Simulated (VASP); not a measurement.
Input of a VASP 6.6.1 run:

The input INCAR:

```
SYSTEM = CaC4O4
PREC = Accurate
ENCUT = 520
EDIFF = 1E-7
ISMEAR = 0
SIGMA = 0.1
LREAL = Auto
LASPH = .True.
NELM = 100
ALGO = Normal
ISIF = 2
LWAVE = .False.
LCHARG = .False.
GGA = PE
NBANDS = 65
```

The input KPOINTS:

```
Automatic mesh
0
Gamma
  4 4 4
  0 0 0
```

File POSCAR:

```
CaC4O4
1.0
   -3.4911290000      3.4911290000      5.1518030000
    3.4911290000     -3.4911290000      5.1518030000
    3.4911290000      3.4911290000     -5.1518030000
Ca C O
2 8 8
Direct
    0.5000000000      0.5000000000      0.0000000000
    0.2500000000      0.7500000000      0.5000000000
    0.0591470000      0.0591470000      0.0000000000
    0.8091470000      0.3091470000      0.5000000000
    0.6908530000      0.1908530000      0.5000000000
    0.9408530000      0.9408530000      0.0000000000
    0.1989575000      0.1989575000      0.0000000000
    0.9489575000      0.4489575000      0.5000000000
    0.5510425000      0.0510425000      0.5000000000
    0.8010425000      0.8010425000      0.0000000000
    0.2580055000      0.4177350000      0.1597295000
    0.1677350000      0.5080055000      0.6597295000
    0.8482760000      0.5080055000      0.3402705000
    0.2580055000      0.0982760000      0.8402705000
    0.4919945000      0.8322650000      0.3402705000
    0.5822650000      0.7419945000      0.8402705000
    0.9017240000      0.7419945000      0.1597295000
    0.4919945000      0.1517240000      0.6597295000
```

Potentials or basis: VASP PAW PBE potentials, release 64 (Ca_sv, C, O).

Run with:

```sh
$ cat potpaw_PBE.64/Ca_sv/POTCAR potpaw_PBE.64/C/POTCAR potpaw_PBE.64/O/POTCAR > POTCAR
$ mpirun -np 1 vasp_std > vasp.out
```

Q: Predict the largest force.

A: 0.198 eV/Å.

Q: Estimate the pressure.

A: 0.0 GPa.

Q: Estimate the band gap on the k mesh.

A: 3.78 eV (least direct gap 3.83 eV).

Forces in eV/Å, atoms in the order of the input:
```
Ca   0.000  0.000  0.000
Ca   0.000  0.000  0.000
C    0.000  0.000 -0.198
C    0.000  0.000 -0.198
C    0.000  0.000  0.198
C    0.000  0.000  0.198
C    0.000  0.000  0.002
C    0.000  0.000  0.002
C    0.000  0.000 -0.002
C    0.000  0.000 -0.002
O   -0.005  0.000  0.004
O    0.000 -0.005  0.004
O    0.000  0.005  0.004
O    0.005  0.000  0.004
O    0.005  0.000 -0.004
O    0.000  0.005 -0.004
O    0.000 -0.005 -0.004
O   -0.005  0.000 -0.004
```

A k mesh can miss the band edges.
